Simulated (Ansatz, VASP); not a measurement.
# Al: VASP beside Ansatz

Contents of INCAR:

```
SYSTEM = Al
  PREC = Accurate
  ENCUT = 520
  EDIFF = 1E-6
  ISMEAR = -1
  SIGMA = 0.1
  LREAL = .FALSE.
  LASPH = .TRUE.
  NELM = 80
  ALGO = Normal
  ISIF = 2
  LWAVE = .FALSE.
  LCHARG = .FALSE.
  GGA = PS
  NBANDS = 8
```

File KPOINTS:

```
regular mesh
0
G
  16 16 16
  0 0 0
```

File POSCAR:

```
Al
1.0
    0.0000000000      1.6930628490      1.6930628490
    1.6930628490      0.0000000000      1.6930628490
    1.6930628490      1.6930628490      0.0000000000
Al
1
Direct
    0.0000000000      0.0000000000      0.0000000000
```

Input for Ansatz:

```yaml
crystal:
  lattice:
    - [0.0, 1.693062849, 1.693062849]
    - [1.693062849, 0.0, 1.693062849]
    - [1.693062849, 1.693062849, 0.0]
  atoms:
    - { symbol: Al, position: [0.0, 0.0, 0.0] }
kpoints:
  mp_grid: { grid: [16, 16, 16] }
scf:
  occupations: { method: fermi_dirac, width: 0.1 }
hamiltonian:
  xc: pbesol
  pseudopotentials: { kind: all_electron, lapw: { basis_error: 0.001 } }
output:
  forces: true
  stress: true
  eigenvalues: true
  populations: true
```

Change from the starting cell: volume scaled by 0.6, LAPW.

Alike in both runs: task single point; functional PBEsol; k mesh 16 × 16 × 16; occupations fermi-dirac, width 0.1 eV; no spin polarisation.

|  | VASP | Ansatz |
| --- | --- | --- |
| version | VASP 6.6.1 | Ansatz 0.2.0 |
| potentials or method | VASP PAW PBE potentials, release 64 (Al), cutoff 520 eV | all-electron LAPW, scalar-relativistic |

VASP gave:

```
pressure (GPa) : 125.4
```

Question: What did Ansatz give for the same quantities?

Answer: Pressure (GPa): 123.6.

VASP's potentials were made for PBE, not for PBEsol. Both programs put the cell under a high pressure, so it lies far from rest at this level. Ansatz ran all-electron here, and VASP with PAW potentials.

Noted on VASP's run: the cell as given lies far from equilibrium.
